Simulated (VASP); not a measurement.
# MoS2 in VASP: a series of runs

The runs below take MoS2 through single point, relaxation of cell and atoms, with r2SCAN, PBE.

All numbers are computed with VASP 6.6.1; they aren't measurements. Logs are shortened: lines on timing, memory, paths and dates and some standing lists are left out, and cuts for length are marked.

### 1 The cell of the first run

The cell holds a slab with vacuum, 3 atoms: a = 3.185 Å, b = 3.185 Å, c = 17.335 Å, α = 90.00°, β = 90.00°, γ = 120.00°.

### 2 Single point, r2SCAN

The input, POSCAR:

```
MoS2
1.0
    3.1845626360      0.0000000000      0.0000000000
   -1.5922813180      2.7579121427      0.0000000000
    0.0000000000      0.0000000000     17.3346376728
Mo S
1 2
Direct
    0.0000000000      0.0000000000      0.0000000000
    0.3333333333      0.6666666667      0.0901545119
    0.3333333333      0.6666666667      0.9098454881
```

The input, INCAR.step1:

```
PREC     = Accurate       # precision mode
ENCUT    = 520            # plane-wave cutoff, eV
ISMEAR   = 0              # smearing method
SIGMA    = 0.02           # smearing width, eV
LREAL    = F              # projectors in reciprocal space
LASPH    = T              # aspherical terms in the spheres
NELM     = 100            # most SCF steps
NBANDS   = 20             # bands
GGA      = PE             # functional
ALGO     = Normal         # electronic algorithm
EDIFF    = 1E-4           # SCF threshold, eV
LWAVE    = T              # write WAVECAR
LCHARG   = F              # write CHGCAR
```

The input, INCAR.step2:

```
PREC     = Accurate       # precision mode
ENCUT    = 520            # plane-wave cutoff, eV
EDIFF    = 1E-6           # SCF threshold, eV
ISMEAR   = 0              # smearing method
SIGMA    = 0.02           # smearing width, eV
LREAL    = F              # projectors in reciprocal space
LASPH    = T              # aspherical terms in the spheres
NELM     = 100            # most SCF steps
ALGO     = Normal         # electronic algorithm
ISIF     = 2              # what is computed and relaxed
LWAVE    = F              # write WAVECAR
LCHARG   = F              # write CHGCAR
METAGGA  = R2SCAN         # meta-GGA
LMIXTAU  = T            
NBANDS   = 20             # bands
ISTART   = 1
```

The input, KPOINTS:

```
Automatic mesh
0
Gamma
  12 12 2
```

Potentials or basis: VASP PAW PBE potentials, release 64 (Mo_sv, S).

Command:

```sh
> cat potpaw_PBE.64/Mo_sv/POTCAR potpaw_PBE.64/S/POTCAR > POTCAR
> cp INCAR.step1 INCAR
> mpirun -np 1 vasp_std > vasp.out
> cp INCAR.step2 INCAR
> mpirun -np 1 vasp_std > vasp.out
```

OUTCAR:

```text
PREC = Accurate
   ENCUT = 520
   EDIFF = 1E-6
   ISMEAR = 0
   LREAL = F
   LASPH = T
   NELM = 100
   ISIF = 2
   METAGGA = R2SCAN
   ISTART = 1

 ion  position               nearest neighbor table
   1  0.000  0.000  0.000-   2 2.41   3 2.41   2 2.41   3 2.41   2 2.41   3 2.41
   2  0.333  0.667  0.090-   1 2.41   1 2.41   1 2.41
   3  0.333  0.667  0.910-   1 2.41   1 2.41   1 2.41

  LATTYP: Found a hexagonal cell.
 ALAT       =     3.1845626360
 C/A-ratio  =     5.4433338747

  Lattice vectors:

 A1 = (   3.1845626360,   0.0000000000,   0.0000000000)
 A2 = (  -1.5922813180,   2.7579121427,   0.0000000000)
 A3 = (   0.0000000000,   0.0000000000,  17.3346376728)

Analysis of symmetry for initial positions (statically):
=====================================================================
 Subroutine PRICEL returns:
 Original cell was already a primitive cell.

 Routine SETGRP: Setting up the symmetry group for a
 hexagonal supercell.

 Subroutine GETGRP returns: Found 12 space group operations
 (whereof 12 operations were pure point group operations)
 out of a pool of 24 trial point group operations.

The static configuration has the point symmetry D_3h.

Analysis of symmetry for dynamics (positions and initial velocities):
=====================================================================
 Subroutine PRICEL returns:
 Original cell was already a primitive cell.

 Routine SETGRP: Setting up the symmetry group for a
 hexagonal supercell.

 Subroutine GETGRP returns: Found 12 space group operations
 (whereof 12 operations were pure point group operations)
 out of a pool of 24 trial point group operations.

The dynamic configuration has the point symmetry D_3h.

 Subroutine INISYM returns: Found 12 space group operations
 (whereof 12 operations are pure point group operations),
 and found     1 'primitive' translations

----------------------------------------------------------------------------------------

                                     Primitive cell

  volume of cell :     152.2457

  direct lattice vectors                    reciprocal lattice vectors
     3.184562636  0.000000000  0.000000000     0.314014863  0.181296566  0.000000000
    -1.592281318  2.757912143  0.000000000     0.000000000  0.362593131  0.000000000
     0.000000000  0.000000000 17.334637673     0.000000000  0.000000000  0.057687967

  length of vectors
     3.184562636  3.184562636 17.334637673     0.362593131  0.362593131  0.057687967

  position of ions in fractional coordinates (direct lattice)
     0.000000000  0.000000000  0.000000000
     0.333333333  0.666666667  0.090154512
     0.333333333  0.666666667  0.909845488

  ion indices of the primitive-cell ions
   primitive index   ion index
                 1           1
                 2           2
                 3           3

----------------------------------------------------------------------------------------

 KPOINTS: Automatic mesh

Automatic generation of k-mesh.
 Grid dimensions read from file:
 generate k-points for:   12   12    2

 Generating k-lattice:

  Cartesian coordinates                     Fractional coordinates (reciprocal lattice)
     0.026167905  0.015108047  0.000000000     0.083333333  0.000000000  0.000000000
     0.000000000  0.030216094  0.000000000     0.000000000  0.083333333  0.000000000
     0.000000000  0.000000000  0.028843983     0.000000000  0.000000000  0.500000000

  Length of vectors
     0.030216094  0.030216094  0.028843983

  Shift w.r.t. Gamma in fractional coordinates (k-lattice)
     0.000000000  0.000000000  0.000000000

 Subroutine IBZKPT returns following result:
 ===========================================

 Found     38 irreducible k-points:

 Following reciprocal coordinates:
            Coordinates               Weight
  0.000000  0.000000  0.000000      1.000000
  0.083333  0.000000  0.000000      6.000000
  0.166667  0.000000  0.000000      6.000000
  0.250000  0.000000  0.000000      6.000000
  0.333333  0.000000  0.000000      6.000000
  0.416667 -0.000000  0.000000      6.000000
[... 16 lines left out ...]
  0.250000  0.000000  0.500000      6.000000
  0.333333  0.000000  0.500000      6.000000
 [... further k-points ...]
   k-points           NKPTS =     38   k-points in BZ     NKDIM =     38   number of bands    NBANDS=     20
   number of dos      NEDOS =    301   number of ions     NIONS =      3
   total plane-waves  NPLWV =  80640
   dimension x,y,z NGX =    24 NGY =   24 NGZ =  140
   dimension x,y,z NGXF=    48 NGYF=   48 NGZF=  280
   ions per type =               1   2
   NGX,Y,Z   is equivalent  to a cutoff of  12.53, 12.53, 13.43 a.u.
   NGXF,Y,Z  is equivalent  to a cutoff of  25.06, 25.06, 26.85 a.u.
 SYSTEM =  unknown system
   PREC   = accura    normal or accurate (medium, high low for compatibility)
   ISTART =      1    job   : 0-new  1-cont  2-samecut
   ICHARG =      0    charge: 1-file 2-atom 10-const
   ISPIN  =      1    spin polarized calculation?
   LNONCOLLINEAR =      F non collinear calculations
   LSORBIT =      F    spin-orbit coupling
   LASPH  =      T    aspherical Exc in radial PAW
   ENCUT  =  520.0 eV  38.22 Ry    6.18 a.u.   5.92  5.92 32.23*2*pi/ulx,y,z
   NELM   =    100;   NELMIN=  2; NELMDL=  0     # of ELM steps
   EDIFF  = 0.1E-05   stopping-criterion for ELM
   LREAL  =      F    real-space projection
   EDIFFG = 0.1E-04   stopping-criterion for IOM
   NSW    =      0    number of steps for IOM
   IBRION =     -1    ionic relax: 0-MD 1-quasi-New 2-CG
   NFREE  =      0    steps in history (QN), initial steepest desc. (CG)
   ISIF   =      2    stress and relaxation
   ISYM   =      2    0-nonsym 1-usesym 2-fastsym
   POTIM  = 0.5000    time-step for ionic-motion
   TEBEG  =    0.0;   TEEND  =   0.0 temperature during run
   PSTRESS=    0.0 pullay stress
   NELECT =      26.0000    total number of electrons
   NUPDOWN=      -1.0000    fix difference up-down
   EMIN   =  10.00;   EMAX   =-10.00  energy-range for DOS
   EFERMI =   0.00;   METHOD = LEGACY
   ISMEAR =     0;   SIGMA  =   0.02  broadening in eV -4-tet -1-fermi 0-gaus
   EFERMI_NEDOS =   21; number of points for ismear=-14 and -15
   IALGO  =     38    algorithm
   IMIX   =      4    mixing-type and parameters
     AMIX     =   0.40;   BMIX     =  1.00
     AMIX_MAG =   1.60;   BMIX_MAG =  1.00
  volume/ion in A,a.u.               =      50.75       342.47
  Fermi-wavevector in a.u.,A,eV,Ry     =   0.908276  1.716392 11.224323  0.824964
  Thomas-Fermi vector in A             =   2.032182
   LORBIT       =      0    0 simple, 1 ext, 2 COOP (PROOUT), +10 PAW based schemes
   METAGGA = R2SCAN    functional components
   LHFCALC =     F    Hartree Fock is set to
   AEXX    =    0.0000 exact exchange contribution
   IVDW    =     0    specifies the selected vdW correction
   LEPSILON=     F    determine dielectric tensor
   LRPA    =     F    only Hartree local field effects (RPA)
 non-spin polarized calculation
 Gauss-broadening in eV      SIGMA  =   0.02
  energy-cutoff  :      520.00
  volume of cell :      152.25
 maximum number of plane-waves:      4126
 NGX is ok and might be reduce to    24
   NGX = 11   NGY = 11   NGZ = 65

 number of electron      25.9999998 magnetization

 Free energy of the ion-electron system (eV)
  ---------------------------------------------------
  ext. energy  EPLUGINS =         0.00000000
  ---------------------------------------------------
  free energy    TOTEN  =       -44.99905034 eV

  energy without entropy =      -44.99905034  energy(sigma->0) =      -44.99905034

 E-fermi :  -1.4864     XC(G=0):  -4.4504

 val. band max:       -1.6000774712   @ k =   0.0000   0.0000   0.0000
 cond. band min:       0.1527460983   @ k =   0.3333   0.3333   0.0000
 fundamental gap:      1.7528235696
 Fermi energy:        -1.4864075678

 k-point     1 :       0.0000    0.0000    0.0000
  band No.  band energies     occupation
      1     -64.4338      2.00000
      2     -37.8417      2.00000
      3     -37.6323      2.00000
      4     -37.6323      2.00000
      5     -16.3628      2.00000
      6     -14.9991      2.00000
[... 12 lines left out ...]
     19       4.7536      0.00000
     20       5.1196      0.00000

 k-point     2 :       0.0833    0.0000    0.0000
  band No.  band energies     occupation
      1     -64.4310      2.00000
      2     -37.8362      2.00000
      3     -37.6594      2.00000
      4     -37.6384      2.00000
      5     -16.2565      2.00000
      6     -14.9564      2.00000
[... 12 lines left out ...]
     19       4.8888      0.00000
     20       5.5105      0.00000

 k-point     3 :       0.1667    0.0000    0.0000
  band No.  band energies     occupation
      1     -64.4235      2.00000
      2     -37.8214      2.00000
      3     -37.7331      2.00000
      4     -37.6552      2.00000
      5     -15.9544      2.00000
      6     -14.8354      2.00000
[... 12 lines left out ...]
     19       5.2840      0.00000
     20       6.0765      0.00000

 k-point     4 :       0.2500    0.0000    0.0000
  band No.  band energies     occupation
      1     -64.4133      2.00000
      2     -37.8323      2.00000
      3     -37.8010      2.00000
      4     -37.6780      2.00000
      5     -15.5083      2.00000
      6     -14.6584      2.00000
[... 12 lines left out ...]
     19       5.8991      0.00000
     20       6.6147      0.00000

 k-point     5 :       0.3333    0.0000    0.0000
  band No.  band energies     occupation
      1     -64.4030      2.00000
      2     -37.9301      2.00000
      3     -37.7806      2.00000
      4     -37.7008      2.00000
      5     -15.0094      2.00000
      6     -14.4648      2.00000
[... 12 lines left out ...]
     19       6.5556      0.00000
     20       6.7858      0.00000
[... 353 lines left out ...]
      6     -14.9564      2.00000
[... 12 lines left out ...]
     19       4.7490      0.00000
     20       5.7096      0.00000

 k-point    22 :       0.1667    0.0000    0.5000
  band No.  band energies     occupation
      1     -64.4235      2.00000
      2     -37.8214      2.00000
      3     -37.7331      2.00000
      4     -37.6552      2.00000
      5     -15.9544      2.00000
      6     -14.8354      2.00000
[... 12 lines left out ...]
     19       5.1698      0.00000
     20       6.2814      0.00000

 k-point    23 :       0.2500    0.0000    0.5000
  band No.  band energies     occupation
      1     -64.4133      2.00000
      2     -37.8323      2.00000
      3     -37.8010      2.00000
      4     -37.6780      2.00000
      5     -15.5083      2.00000
      6     -14.6584      2.00000
[... 12 lines left out ...]
     19       5.7401      0.00000
     20       6.8412      0.00000

 k-point    24 :       0.3333    0.0000    0.5000
  band No.  band energies     occupation
      1     -64.4030      2.00000
      2     -37.9301      2.00000
      3     -37.7806      2.00000
      4     -37.7008      2.00000
      5     -15.0094      2.00000
      6     -14.4648      2.00000
[... 12 lines left out ...]
     19       6.4329      0.00000
     20       6.8030      0.00000

 [... further k-points ...]
[... 5 lines left out ...]
  --------------------------------------------------------------------------------------
  -------------------------------------------------------------------------------------
  Total       -0.2163574     -0.2163574     -0.6578637      0.0000000      0.0000000      0.0000000
  in kB       -2.2768654     -2.2768654     -6.9231146      0.0000000      0.0000000      0.0000000
  external PRESSURE =      -3.8256151 kB  Pullay stress =       0.0000000 kB

 VOLUME and BASIS-vectors are now :
 -----------------------------------------------------------------------------
  energy-cutoff  :      520.00
  volume of cell :      152.25
      direct lattice vectors                 reciprocal lattice vectors
     3.184562636  0.000000000  0.000000000     0.314014863  0.181296566  0.000000000
    -1.592281318  2.757912143  0.000000000     0.000000000  0.362593131  0.000000000
     0.000000000  0.000000000 17.334637673     0.000000000  0.000000000  0.057687967

 POSITION                                       TOTAL-FORCE (eV/Angst)
 -----------------------------------------------------------------------------------
      0.00000      0.00000      0.00000         0.000000     -0.000000      0.000000
     -0.00000      1.83861      1.56280        -0.000000      0.000000     -0.205763
     -0.00000      1.83861     15.77184        -0.000000      0.000000      0.205763
 -----------------------------------------------------------------------------------
    total drift:                                0.000000     -0.000000     -0.000000

  FREE ENERGIE OF THE ION-ELECTRON SYSTEM (eV)
  ---------------------------------------------------
  free  energy   TOTEN  =       -44.9990503357 eV

  energy  without entropy=      -44.9990503357  energy(sigma->0) =      -44.99905034
```

Wall time 3.1 min (1 thread of Intel Xeon 6975P-C (Granite Rapids), shared host); peak memory 0.36 GiB.

What came out:

| Item | Value |
| --- | --- |
| Free energy | -44.9991 eV |
| Largest force | 0.206 eV/Å |
| Band gap on the k mesh | 1.75 eV, indirect (least direct gap 1.79 eV) |

Forces in eV/Å, atoms in the order of the input:
```
Mo   0.000  0.000  0.000
S    0.000  0.000 -0.206
S    0.000  0.000  0.206
```

Caveat: the PAW data sets were made with another functional, which shifts forces and pressure a little.

### 3 Relaxation of cell and atoms, PBE

The input, INCAR:

```
  PREC = Accurate
  ENCUT = 600
  EDIFF = 1E-6
  ISMEAR = 0
  SIGMA = 0.02
  LREAL = F
  LASPH = T
  NELM = 60
  ALGO = Normal
  ISIF = 3
  LWAVE = F
  LCHARG = F
  GGA = PE
  IBRION = 2
  NSW = 100
  EDIFFG = -0.01
```

KPOINTS is that of step 2.

The input, POSCAR:

```
MoS2
1.0
    3.1841261000      0.0000000000      0.0000000000
   -1.5920630500      2.7575340900      0.0000000000
    0.0000000000      0.0000000000     17.3346004500
Mo S
1 2
Direct
    0.0000000000      0.0000000000      0.0000000000
    0.3333333300      0.6666666700      0.0894929800
    0.3333333300      0.6666666700      0.9105070200
```

Potentials or basis: VASP PAW PBE potentials, release 64 (Mo_sv, S).

Command:

```sh
> cat potpaw_PBE.64/Mo_sv/POTCAR potpaw_PBE.64/S/POTCAR > POTCAR
> mpirun -np 1 vasp_std > vasp.out
```

Run time: 4.4 min. Hardware: 1 thread of Intel Xeon 6975P-C (Granite Rapids), shared host; peak memory 0.41 GiB.

Results (log left out):

```yaml
Free_energy: -21.8535 eV
Relaxed_cell: a = 3.184 Å, b = 3.184 Å, c = 17.406 Å, α = 90.00°, β = 90.00°, γ = 120.00°
Space_group_after_relaxing_to_0.05_Å: P-6m2 (No. 187)
Energy_gained_by_relaxing: 0.7 meV/atom
Ionic_steps: 4
Band_gap_on_the_k_mesh: 1.67 eV, indirect (least direct gap 1.68 eV)
```

Forces in eV/Å, atoms in the order of the input:
```
Mo   0.000  0.000  0.000
S    0.000  0.000  0.003
S    0.000  0.000 -0.003
```

The path:
```csv
step,energy change (eV),largest force (eV/Å),pressure (GPa),volume (Å³)
1,0.0000,0.2047,0.36,152.20
2,0.0049,0.3229,-0.80,154.73
3,-0.0020,0.0162,-0.06,153.08
4,-0.0021,0.0026,0.00,152.80
```

Final structure:
```
Mo S
1.0
     3.18386    0.00000    0.00000
    -1.59193    2.75730    0.00000
     0.00000    0.00000   17.40563
Mo S
1 2
Direct
  0.00000 0.00000 0.00000
  0.33333 0.66667 0.08975
  0.33333 0.66667 0.91025
```

Levels at points of the mesh, in eV from the valence-band top:
| k point | band 9 | band 10 | band 11 | band 12 | band 13 | band 14 | band 15 | band 16 | band 17 |
| --- | --- | --- | --- | --- | --- | --- | --- | --- | --- |
| (0.00, 0.00, 0.00) | -2.60 | -1.77 | -1.50 | -1.50 | 0.00 | 2.76 | 2.76 | 3.01 | 3.01 |
| (0.50, 0.00, 0.00) | -4.06 | -3.15 | -1.87 | -0.97 | -0.63 | 2.24 | 2.76 | 3.88 | 4.31 |
| (0.00, 0.00, 0.50) | -2.60 | -1.77 | -1.50 | -1.50 | 0.00 | 2.76 | 2.76 | 3.01 | 3.01 |
| (0.50, 0.00, 0.50) | -4.06 | -3.15 | -1.87 | -0.97 | -0.63 | 2.24 | 2.76 | 3.88 | 4.31 |
